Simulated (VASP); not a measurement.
Runs of VASP 6.6.1 on SnO (Romarchite). The structure is that of space group P4/nmm (No. 129), or close to it. The cells are those of the table. 

```tsv
cell	gap on the mesh (eV)	pressure (GPa)	largest force (eV/Å)
a = 3.849, b = 3.849, c = 4.905 Å, 4 atoms	0.62	1.2	0.04
a = 3.799, b = 3.799, c = 4.841 Å, 4 atoms	0.49	5.1	0.58
a = 3.945, b = 3.945, c = 5.027 Å, 4 atoms	(a)	-4.5	0.84
a = 3.747, b = 3.747, c = 4.775 Å, 4 atoms	0.34	(b)	1.21
a = 3.694, b = 3.694, c = 4.708 Å, 4 atoms	0.17	15.7	1.95
a = 3.640, b = 3.640, c = 4.639 Å, 4 atoms	none	22.9	2.84
a = 3.897, b = 3.897, c = 4.967 Å, 4 atoms	0.74	(c)	0.43
```

Alike in all rows: task single point; level PBE; potentials or basis VASP PAW PBE potentials, release 64 (Sn_d, O); no spin polarisation; k mesh 5 × 5 × 4; cutoff (eV) 520; smearing fermi-dirac 0.05 eV.

Question: Fill in the values left out.

Answer: (a) 0.85; (b) 9.9; (c) -1.9.

Caveats: spin-orbit coupling is left out, which moves the levels of the heavy elements; forces of over 1 eV/Å act on the atoms, so gaps and moduli don't describe the material at rest (some runs).

A k mesh can miss the band edges, and the runs leave out spin-orbit coupling on Sn.

A gap of «none» marks levels without a gap at the run's occupations.
